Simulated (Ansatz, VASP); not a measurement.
# Two plane-wave programs on LiF

POSCAR

```
LiF
1.0
    2.7476681985      0.0000000000      0.0000000000
   -1.3738340993      2.3795504611      0.0000000000
    0.0000000000      0.0000000000      4.7343805058
Li F
2 2
Direct
    0.0000000000      0.0000000000      0.0000000000
    0.0000000000      0.0000000000      0.5000000000
    0.3333333333      0.6666666667      0.2500000000
    0.6666666667      0.3333333333      0.7500000000
```

Contents of INCAR.step1:

```
ALGO = Normal
EDIFF = 1E-4
ENCUT = 520
GGA = PE
ISMEAR = 0
LASPH = T
LCHARG = F
LREAL = F
LWAVE = T
NBANDS = 18
NELM = 100
PREC = Accurate
SIGMA = 0.01
```

File INCAR.step2:

```
ALGO = Normal
EDIFF = 1E-6
ENCUT = 520
ISIF = 2
ISMEAR = 0
ISTART = 1
LASPH = T
LCHARG = T
LELF = T
LMIXTAU = T
LREAL = F
LVHAR = T
LWAVE = F
METAGGA = R2SCAN
NBANDS = 18
NELM = 100
PREC = Accurate
SIGMA = 0.01
```

File KPOINTS:

```
k-points
0
Gamma
  9 9 4
```

Input for Ansatz:

```yaml
crystal:
  lattice:
    - [2.7476681985, 0.0, 0.0]
    - [-1.3738340993, 2.3795504611, 0.0]
    - [0.0, 0.0, 4.7343805058]
  atoms:
    - { symbol: Li, position: [0.0, 0.0, 0.0] }
    - { symbol: Li, position: [0.0, 0.0, 0.5] }
    - { symbol: F, position: [0.3333333333, 0.6666666667, 0.25] }
    - { symbol: F, position: [0.6666666667, 0.3333333333, 0.75] }
kpoints:
  mp_grid: { grid: [9, 9, 4] }
hamiltonian:
  xc: r2scan
scf:
  occupations: { method: fixed }
  n_extra_bands: 5
output:
  forces: true
  stress: true
  eigenvalues: true
```

Alike in both runs: task single point; functional r2SCAN; k mesh 9 × 9 × 4; no spin polarisation.

|  | VASP | Ansatz |
| --- | --- | --- |
| version | VASP 6.6.1 | Ansatz 0.2.0 |
| potentials or method | VASP PAW PBE potentials, release 64 (Li_sv, F) | plane waves, PAW |
| plane-wave cutoff (eV) | 520 | 500 |
| occupations | gaussian, width 0.01 eV | fixed |
| valence electrons in the cell | 20 | 20 |

VASP gave:

- gap on the k mesh at the Fermi level (eV): 10.70

Q: What did Ansatz give for the same quantities?

A: gap on the k mesh at the Fermi level (eV): 10.48.

VASP's potentials were made for PBE, not for r2SCAN.

Noted on VASP's run: the cutoff is short for stress, so the pressure is rough.
